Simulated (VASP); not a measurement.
# CsBr (Pm-3m) in VASP: a series of runs

Runs on CsBr. Level: PBE. Tasks: single point.

Program: VASP 6.6.1. These are calculated values, not measurements. Logs are shortened: lines on timing, memory, paths and dates and some standing lists are left out, and cuts for length are marked.

## 1. The cell of the first run

Symmetry: Pm-3m, No. 221, cubic system. Conventional cell: a = 4.389 Å, b = 4.389 Å, c = 4.389 Å, α = 90.00°, β = 90.00°, γ = 90.00°. Within 5.0 Å of Cs (site symmetry m-3m) lie 8 Br at 3.80 Å and 6 Cs at 4.39 Å. Within 5.0 Å of Br (site symmetry m-3m) lie 8 Cs at 3.80 Å and 6 Br at 4.39 Å.

## 2. Single point, PBE, non-collinear spin, zero start, spin-orbit coupling

The input, INCAR:

```
  ALGO = Normal
  EDIFF = 1E-6
  ENCUT = 500
  GGA = PE
  GGA_COMPAT = False
  ISIF = 2
  ISMEAR = -1
  LASPH = True
  LCHARG = False
  LORBIT = 11
  LORBMOM = True
  LREAL = False
  LSORBIT = True
  LWAVE = False
  MAGMOM = 0 0 0 0 0 0
  NBANDS = 28
  NELM = 200
  PREC = Accurate
  SIGMA = 0.02
```

The input, KPOINTS:

```
k-points
0
Gamma
  7 7 7
```

The input, POSCAR:

```
CsBr
1.0
    4.3893007101      0.0000000000      0.0000000000
    0.0000000000      4.3893007101      0.0000000000
    0.0000000000      0.0000000000      4.3893007101
Cs Br
1 1
Direct
    0.0000000000      0.0000000000      0.0000000000
    0.5000000000      0.5000000000      0.5000000000
```

Potentials or basis: VASP PAW PBE potentials, release 64 (Cs_sv, Br).

Command:

```
cat potpaw_PBE.64/Cs_sv/POTCAR potpaw_PBE.64/Br/POTCAR > POTCAR
mpirun -np 1 vasp_ncl > vasp.out
```

OUTCAR:

```text
EDIFF = 1E-6
   ENCUT = 500
   GGA = PE
   ISIF = 2
   ISMEAR = -1
   LASPH = True
   LORBIT = 11
   LREAL = False
   LSORBIT = True
   NELM = 200
   PREC = Accurate

 ion  position               nearest neighbor table
   1  0.000  0.000  0.000-
   2  0.500  0.500  0.500-

  LATTYP: Found a simple cubic cell.
 ALAT       =     4.3893007101

  Lattice vectors:

 A1 = (   4.3893007101,   0.0000000000,   0.0000000000)
 A2 = (   0.0000000000,   4.3893007101,   0.0000000000)
 A3 = (   0.0000000000,   0.0000000000,   4.3893007101)

Analysis of symmetry for initial positions (statically):
=====================================================================
 Subroutine PRICEL returns:
 Original cell was already a primitive cell.

 Routine SETGRP: Setting up the symmetry group for a
 simple cubic supercell.

 Subroutine GETGRP returns: Found 48 space group operations
 (whereof 48 operations were pure point group operations)
 out of a pool of 48 trial point group operations.

The static configuration has the point symmetry O_h .

Analysis of symmetry for dynamics (positions and initial velocities):
=====================================================================
 Subroutine PRICEL returns:
 Original cell was already a primitive cell.

 Routine SETGRP: Setting up the symmetry group for a
 simple cubic supercell.

 Subroutine GETGRP returns: Found 48 space group operations
 (whereof 48 operations were pure point group operations)
 out of a pool of 48 trial point group operations.

The dynamic configuration has the point symmetry O_h .

Analysis of structural, dynamic, and magnetic symmetry:
=====================================================================
 Subroutine PRICEL returns:
 Original cell was already a primitive cell.

 Routine SETGRP: Setting up the symmetry group for a
 simple cubic supercell.

 Subroutine GETGRP returns: Found 48 space group operations
 (whereof 48 operations were pure point group operations)
 out of a pool of 48 trial point group operations.

The overall configuration has the point symmetry O_h .

 Subroutine INISYM returns: Found 48 space group operations
 (whereof 48 operations are pure point group operations),
 and found     1 'primitive' translations

----------------------------------------------------------------------------------------

                                     Primitive cell

  volume of cell :      84.5641

  direct lattice vectors                    reciprocal lattice vectors
     4.389300710  0.000000000  0.000000000     0.227826724  0.000000000  0.000000000
     0.000000000  4.389300710  0.000000000     0.000000000  0.227826724  0.000000000
     0.000000000  0.000000000  4.389300710     0.000000000  0.000000000  0.227826724

  length of vectors
     4.389300710  4.389300710  4.389300710     0.227826724  0.227826724  0.227826724

  position of ions in fractional coordinates (direct lattice)
     0.000000000  0.000000000  0.000000000
     0.500000000  0.500000000  0.500000000

  ion indices of the primitive-cell ions
   primitive index   ion index
                 1           1
                 2           2

----------------------------------------------------------------------------------------

 KPOINTS: k-points

Automatic generation of k-mesh.
 Grid dimensions read from file:
 generate k-points for:    7    7    7

 Generating k-lattice:

  Cartesian coordinates                     Fractional coordinates (reciprocal lattice)
     0.032546675  0.000000000  0.000000000     0.142857143  0.000000000  0.000000000
     0.000000000  0.032546675  0.000000000     0.000000000  0.142857143  0.000000000
     0.000000000  0.000000000  0.032546675     0.000000000  0.000000000  0.142857143

  Length of vectors
     0.032546675  0.032546675  0.032546675

  Shift w.r.t. Gamma in fractional coordinates (k-lattice)
     0.000000000  0.000000000  0.000000000

 Subroutine IBZKPT returns following result:
 ===========================================

 Found     20 irreducible k-points:

 Following reciprocal coordinates:
            Coordinates               Weight
  0.000000  0.000000  0.000000      1.000000
  0.142857  0.000000  0.000000      6.000000
  0.285714  0.000000  0.000000      6.000000
  0.428571  0.000000  0.000000      6.000000
  0.142857  0.142857  0.000000     12.000000
  0.285714  0.142857  0.000000     24.000000
[... 12 lines left out ...]
  0.428571  0.428571  0.285714     24.000000
  0.428571  0.428571  0.428571      8.000000
   k-points           NKPTS =     20   k-points in BZ     NKDIM =     20   number of bands    NBANDS=     28
[... 20 lines left out ...]
   NSW    =      0    number of steps for IOM
   IBRION =     -1    ionic relax: 0-MD 1-quasi-New 2-CG
   NFREE  =      0    steps in history (QN), initial steepest desc. (CG)
   ISIF   =      2    stress and relaxation
   ISYM   =      2    0-nonsym 1-usesym 2-fastsym
   POTIM  = 0.5000    time-step for ionic-motion
   TEBEG  =    0.0;   TEEND  =   0.0 temperature during run
   PSTRESS=    0.0 pullay stress
   NELECT =      16.0000    total number of electrons
   NUPDOWN=      -1.0000    fix difference up-down
   EMIN   =  10.00;   EMAX   =-10.00  energy-range for DOS
   EFERMI =   0.00;   METHOD = LEGACY
   ISMEAR =    -1;   SIGMA  =   0.02  broadening in eV -4-tet -1-fermi 0-gaus
   EFERMI_NEDOS =   21; number of points for ismear=-14 and -15
   IALGO  =     38    algorithm
   IMIX   =      4    mixing-type and parameters
     AMIX     =   0.40;   BMIX     =  1.00
     AMIX_MAG =   1.60;   BMIX_MAG =  1.00
  volume/ion in A,a.u.               =      42.28       285.33
  Fermi-wavevector in a.u.,A,eV,Ry     =   0.939838  1.776036 12.017955  0.883295
  Thomas-Fermi vector in A             =   2.067190
   LORBIT       =     11    0 simple, 1 ext, 2 COOP (PROOUT), +10 PAW based schemes
   GGA     = PE    functional components
   LHFCALC =     F    Hartree Fock is set to
   AEXX    =    0.0000 exact exchange contribution
   IVDW    =     0    specifies the selected vdW correction
   LEPSILON=     F    determine dielectric tensor
   LRPA    =     F    only Hartree local field effects (RPA)
  energy-cutoff  :      500.00
  volume of cell :       84.56
 maximum number of plane-waves:      4340
   NGX = 17   NGY = 17   NGZ = 17

 number of electron      16.0000000 magnetization       0.0000000      0.0000000      0.0000000

 number of electron      16.0000003 magnetization       0.0000000     -0.0000000     -0.0000000

 number of electron      16.0000003 magnetization      -0.0000000      0.0000000      0.0000000

 Free energy of the ion-electron system (eV)
  ---------------------------------------------------
  ext. energy  EPLUGINS =         0.00000000
  ---------------------------------------------------
  free energy    TOTEN  =        -6.21290921 eV

  energy without entropy =       -6.21290921  energy(sigma->0) =       -6.21290921

 E-fermi :  -0.0915     XC(G=0):  -7.7635

 val. band max:       -0.4774103917   @ k =   0.0000   0.0000   0.0000
 cond. band min:       3.6132855994   @ k =   0.0000   0.0000   0.0000
 fundamental gap:      4.0906959911
 Fermi energy:        -0.0915430979

 k-point     1 :       0.0000    0.0000    0.0000
  band No.  band energies     occupation
      1     -20.5221      1.00000
      2     -20.5221      1.00000
      3     -12.9207      1.00000
      4     -12.9207      1.00000
      5      -8.2260      1.00000
      6      -8.2260      1.00000
[... 609 lines left out ...]
     27       8.1576      0.00000
     28       8.1576      0.00000

------------------------ aborting loop because EDIFF is reached ----------------------------------------

  FORCE on cell =-STRESS in cart. coord.  units (eV):
  Direction    XX          YY          ZZ          XY          YZ          ZX
  --------------------------------------------------------------------------------------
  -------------------------------------------------------------------------------------
  Total        0.0124887      0.0124887      0.0124887      0.0000000      0.0000000      0.0000000
  in kB        0.2366140      0.2366140      0.2366140      0.0000000      0.0000000      0.0000000
  external PRESSURE =       0.2366140 kB  Pullay stress =       0.0000000 kB

 VOLUME and BASIS-vectors are now :
 -----------------------------------------------------------------------------
  energy-cutoff  :      500.00
  volume of cell :       84.56
      direct lattice vectors                 reciprocal lattice vectors
     4.389300710  0.000000000  0.000000000     0.227826724  0.000000000  0.000000000
     0.000000000  4.389300710  0.000000000     0.000000000  0.227826724  0.000000000
     0.000000000  0.000000000  4.389300710     0.000000000  0.000000000  0.227826724

 POSITION                                       TOTAL-FORCE (eV/Angst)
 -----------------------------------------------------------------------------------
      0.00000      0.00000      0.00000         0.000000      0.000000      0.000000
      2.19465      2.19465      2.19465         0.000000      0.000000      0.000000
 -----------------------------------------------------------------------------------
    total drift:                                0.000000     -0.000000     -0.000000

  FREE ENERGIE OF THE ION-ELECTRON SYSTEM (eV)
  ---------------------------------------------------
  free  energy   TOTEN  =        -6.2129092053 eV

  energy  without entropy=       -6.2129092052  energy(sigma->0) =       -6.21290921

 orbital moment (x)

 # of ion     p       d       tot
 ----------------------------------------
  1         0.000  -0.000  -0.000
  2         0.000   0.000   0.000
 ----------------------------------------
            0.000  -0.000  -0.000

 orbital moment (y)

 # of ion     p       d       tot
 ----------------------------------------
  1         0.000   0.000   0.000
  2         0.000  -0.000  -0.000
 ----------------------------------------
            0.000   0.000   0.000

 orbital moment (z)

 # of ion     p       d       tot
 ----------------------------------------
  1         0.000   0.000   0.000
  2         0.000   0.000   0.000
 ----------------------------------------
            0.000   0.000   0.000

 Spin-Orbit-Coupling matrix elements

 Ion:    1  E_soc:     -0.3256409
 l=   1
     0.0000000    -0.0542328    -0.0542328
    -0.0542328     0.0000000    -0.0542328
    -0.0542328    -0.0542328     0.0000000
 l=   2
     0.0000000    -0.0000136     0.0000000    -0.0000136    -0.0000270
    -0.0000136     0.0000000    -0.0000203    -0.0000136    -0.0000068
     0.0000000    -0.0000203     0.0000000    -0.0000203     0.0000000
    -0.0000136    -0.0000136    -0.0000203     0.0000000    -0.0000068
    -0.0000270    -0.0000068     0.0000000    -0.0000068     0.0000000
 l=   3
     0.0000000     0.0000000     0.0000000     0.0000000     0.0000000     0.0000000     0.0000000
     0.0000000     0.0000000     0.0000000     0.0000000     0.0000000     0.0000000     0.0000000
     0.0000000     0.0000000     0.0000000     0.0000000     0.0000000     0.0000000     0.0000000
     0.0000000     0.0000000     0.0000000     0.0000000     0.0000000     0.0000000     0.0000000
     0.0000000     0.0000000     0.0000000     0.0000000     0.0000000     0.0000000     0.0000000
     0.0000000     0.0000000     0.0000000     0.0000000     0.0000000     0.0000000     0.0000000
     0.0000000     0.0000000     0.0000000     0.0000000     0.0000000     0.0000000     0.0000000

 Ion:    2  E_soc:     -0.0528877
 l=   1
     0.0000000    -0.0088139    -0.0088139
    -0.0088139     0.0000000    -0.0088139
    -0.0088139    -0.0088139     0.0000000
 l=   2
     0.0000000    -0.0000002     0.0000000    -0.0000002    -0.0000004
    -0.0000002     0.0000000    -0.0000003    -0.0000002    -0.0000001
     0.0000000    -0.0000003     0.0000000    -0.0000003     0.0000000
    -0.0000002    -0.0000002    -0.0000003     0.0000000    -0.0000001
    -0.0000004    -0.0000001     0.0000000    -0.0000001     0.0000000
 l=   3
     0.0000000     0.0000000     0.0000000     0.0000000     0.0000000     0.0000000     0.0000000
     0.0000000     0.0000000     0.0000000     0.0000000     0.0000000     0.0000000     0.0000000
     0.0000000     0.0000000     0.0000000     0.0000000     0.0000000     0.0000000     0.0000000
     0.0000000     0.0000000     0.0000000     0.0000000     0.0000000     0.0000000     0.0000000
     0.0000000     0.0000000     0.0000000     0.0000000     0.0000000     0.0000000     0.0000000
     0.0000000     0.0000000     0.0000000     0.0000000     0.0000000     0.0000000     0.0000000
     0.0000000     0.0000000     0.0000000     0.0000000     0.0000000     0.0000000     0.0000000

 total charge

# of ion       s       p       d       tot
------------------------------------------
    1        1.835   4.706   0.025   6.567
    2        1.601   3.276   0.001   4.878
--------------------------------------------------
tot          3.437   7.982   0.027  11.445

 magnetization (x)

# of ion       s       p       d       tot
------------------------------------------
    1        0.000  -0.000  -0.000  -0.000
    2       -0.000  -0.000   0.000  -0.000
--------------------------------------------------
tot         -0.000  -0.000  -0.000  -0.000

 magnetization (y)

# of ion       s       p       d       tot
------------------------------------------
    1       -0.000   0.000  -0.000  -0.000
    2       -0.000   0.000   0.000   0.000
--------------------------------------------------
tot         -0.000   0.000  -0.000   0.000

 magnetization (z)

# of ion       s       p       d       tot
------------------------------------------
    1        0.000  -0.000  -0.000  -0.000
    2       -0.000   0.000   0.000  -0.000
--------------------------------------------------
tot         -0.000  -0.000  -0.000  -0.000
```

Wall time 38 s (1 thread of Intel Xeon 6975P-C (Granite Rapids), shared host); peak memory 0.33 GiB.

What came out:

- Free energy: -6.2129 eV
- Pressure: 0.0 GPa
- Net moment: 0.00 μB per cell
- Valence electrons inside the program's atomic spheres: Cs 6.57; Br 4.88

Moments on the atoms (μB; x, y, z):
```
Cs  0.00 0.00 0.00
Br  0.00 0.00 0.00
```

(Part 1 of 2 ends here.)
